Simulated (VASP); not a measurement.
# C (Fmmm) in VASP: notebook, part 2 of 2

VASP 6.6.1. Earlier steps stand in the parts before.

### Step 3. Relaxation of cell and atoms, PBEsol

Input file INCAR:

```
PREC = Accurate ; ENCUT = 600
EDIFF = 1E-6 ; ISMEAR = 0
SIGMA = 0.02 ; LREAL = False
LASPH = True ; NELM = 100
ALGO = Normal ; ISIF = 3
LWAVE = False ; LCHARG = False
GGA = PS ; IBRION = 2
NSW = 100 ; EDIFFG = -0.005
```

Input file KPOINTS:

```
Automatic mesh
0
Gamma
  14 14 14
```

Input file POSCAR:

```
C
1.0
    0.0000000000      2.1292538833      3.6885542770
    1.2293429027      0.0000000000      3.6885542770
    1.2293429027      2.1292538833      0.0000000000
C
2
Direct
    0.1666961471      0.8333038529      0.1666961471
    0.8333038529      0.1666961471      0.8333038529
```

Potentials or basis: VASP PAW PBE potentials, release 64 (C).

Run with:

```console
> cat potpaw_PBE.64/C/POTCAR > POTCAR
> mpirun -np 1 vasp_std > vasp.out
```

OUTCAR:

```text
PREC = Accurate
   ENCUT = 600
   EDIFF = 1E-6
   ISMEAR = 0
   LREAL = False
   LASPH = True
   NELM = 100
   ISIF = 3
   GGA = PS
   IBRION = 2
   NSW = 100
   EDIFFG = -0.005

 ion  position               nearest neighbor table
   1  0.167  0.833  0.167-   2 1.42   2 1.42   2 1.42
   2  0.833  0.167  0.833-   1 1.42   1 1.42   1 1.42

  LATTYP: Found a face centered orthorhombic cell.
 ALAT       =     2.4586858054
 B/A-ratio  =     1.7320260105
 C/A-ratio  =     3.0004275202

  Lattice vectors:

 A1 = (   0.0000000000,   2.1292538833,   3.6885542770)
 A2 = (   1.2293429027,   0.0000000000,   3.6885542770)
 A3 = (   1.2293429027,   2.1292538833,   0.0000000000)

Analysis of symmetry for initial positions (statically):
=====================================================================
 Subroutine PRICEL returns:
 Original cell was already a primitive cell.

 Routine SETGRP: Setting up the symmetry group for a
 face centered orthorhombic supercell.

 Subroutine GETGRP returns: Found  8 space group operations
 (whereof  8 operations were pure point group operations)
 out of a pool of  8 trial point group operations.

The static configuration has the point symmetry D_2h.

Analysis of symmetry for dynamics (positions and initial velocities):
=====================================================================
 Subroutine PRICEL returns:
 Original cell was already a primitive cell.

 Routine SETGRP: Setting up the symmetry group for a
[... 266 lines left out ...]
 fundamental gap:      0.6813977393
 Fermi energy:         3.8769242431

 k-point     1 :       0.0000    0.0000    0.0000
  band No.  band energies     occupation
      1     -15.6969      2.00000
      2      -3.1253      2.00000
      3       0.9163      2.00000
      4       0.9200      2.00000
      5       7.3801      0.00000
      6      12.2369      0.00000
      7      12.2774      0.00000
      8      15.4169      0.00000
[... 243 lines left out ...]
 k-point    24 :       0.2857    0.1429    0.0000
  band No.  band energies     occupation
      1     -15.1551      2.00000
      2      -3.0893      2.00000
      3      -0.8411      2.00000
      4       0.0225      2.00000
      5       9.5064      0.00000
      6      12.3214      0.00000
      7      13.8408      0.00000
      8      14.1910      0.00000

 [... further k-points ...]

[... ionic steps 4 to 14 ...]

--------------------------------------- Ionic step       15  -------------------------------------------

 number of electron       8.0000000 magnetization

------------------------ aborting loop because EDIFF is reached ----------------------------------------
[... 67 lines left out ...]
--------------------------------------- Ionic step       17  -------------------------------------------

 number of electron       8.0000000 magnetization

 Free energy of the ion-electron system (eV)
  ---------------------------------------------------
  ext. energy  EPLUGINS =         0.00000000
  ---------------------------------------------------
  free energy    TOTEN  =       -19.29476695 eV

  energy without entropy =      -19.29476695  energy(sigma->0) =      -19.29476695

 E-fermi :   4.0297     XC(G=0): -10.0732

 val. band max:        3.9189306424   @ k =   0.5000  -0.1429   0.3571
 cond. band min:       4.5378908690   @ k =  -0.0714   0.2857   0.2857
 fundamental gap:      0.6189602266
 Fermi energy:         4.0297481502

 k-point     1 :       0.0000    0.0000    0.0000
  band No.  band energies     occupation
      1     -15.5565      2.00000
      2      -2.8963      2.00000
      3       1.0752      2.00000
      4       1.0794      2.00000
      5       7.6258      0.00000
      6      12.3961      0.00000
      7      12.4440      0.00000
      8      15.5743      0.00000
[... 282 lines left out ...]
  FREE ENERGIE OF THE ION-ELECTRON SYSTEM (eV)
  ---------------------------------------------------
  free  energy   TOTEN  =       -19.2947669528 eV

  energy  without entropy=      -19.2947669528  energy(sigma->0) =      -19.29476695

 reached required accuracy - stopping structural energy minimisation
```

OSZICAR:

```text
N       E                     dE             d eps       ncg     rms          rms(c)
DAV:   1     0.352665474100E+01    0.35267E+01   -0.46387E+03  6928   0.996E+02
DAV:   2    -0.201993553496E+02   -0.23726E+02   -0.22646E+02 10496   0.125E+02
[... 100 lines left out ...]
DAV:   1    -0.192947667359E+02   -0.13424E-05   -0.24971E-04  8536   0.152E-01    0.618E-03
DAV:   2    -0.192947660852E+02    0.65075E-06   -0.27248E-06  9456   0.174E-02
  16 F= -.19294766E+02 E0= -.19294766E+02  d E =-.718873E-06
       N       E                     dE             d eps       ncg     rms          rms(c)
DAV:   1    -0.192947670382E+02   -0.30224E-06   -0.50580E-05  7696   0.679E-02    0.264E-03
DAV:   2    -0.192947669528E+02    0.85351E-07   -0.68598E-07  7056   0.873E-03
  17 F= -.19294767E+02 E0= -.19294767E+02  d E =-.158652E-05
```

It took 8.1 min on 1 thread of Intel Xeon Platinum 8375C at 2.90GHz (Ice Lake), shared host; peak memory 0.2 GiB.

What came out:

```
Free energy                           : -19.2948 eV
Relaxed volume                        : 9.41 Å³/atom
Relaxed cell                          : a = 4.177 Å, b = 3.798 Å, c = 2.460 Å, α = 80.68°, β = 63.79°, γ = 35.53°
Space group after relaxing (to 0.1 Å) : Fmmm (No. 69)
Energy gained by relaxing             : 0.3 meV/atom
Ionic steps                           : 17
Pressure after relaxing               : 0.0 GPa
Largest force after relaxing          : 0.004 eV/Å
```

Forces on the atoms (eV/Å):
```
C    0.000  0.004  0.000
C    0.000 -0.004  0.000
```

The path:
| step | energy change (eV) | largest force (eV/Å) | pressure (GPa) | volume (Å³) |
| --- | --- | --- | --- | --- |
| 1 | 0.0000 | 0.0002 | 0.30 | 19.31 |
| 2 | 0.0001 | 0.0007 | -0.94 | 19.36 |
| 3 | 0.0000 | 0.0001 | -0.12 | 19.33 |
| 4 | -0.0001 | 0.0002 | -0.10 | 19.31 |
| 5 | -0.0001 | 0.0009 | -0.08 | 19.27 |
| 6 | -0.0002 | 0.0023 | -0.14 | 19.19 |
| 7 | -0.0004 | 0.0054 | -0.20 | 19.03 |
| 8 | -0.0005 | 0.0118 | -0.29 | 18.70 |
| 9 | -0.0005 | 0.0084 | -0.28 | 18.86 |
| 10 | -0.0005 | 0.0098 | 0.09 | 18.82 |
| 11 | -0.0005 | 0.0059 | 0.01 | 18.83 |
| 12 | -0.0005 | 0.0063 | 0.01 | 18.83 |
| 13 | -0.0005 | 0.0079 | 0.02 | 18.83 |
| 14 | -0.0005 | 0.0089 | 0.05 | 18.82 |
| 15 | -0.0005 | 0.0086 | 0.06 | 18.82 |
| 16 | -0.0005 | 0.0102 | -0.04 | 18.83 |
| 17 | -0.0005 | 0.0043 | 0.00 | 18.83 |

Final structure:
```
C
1.0
     0.00000    2.13015    3.59318
     1.22988    0.00000    3.59318
     1.22988    2.13015    0.00000
C
2
Direct
  0.16670 0.83330 0.16670
  0.83330 0.16670 0.83330
```

Caveat: this functional lacks dispersion, which binds the layers, so the pressure and a relaxed spacing across them are unreliable; the PAW data sets were made with another functional, which shifts forces and pressure a little.
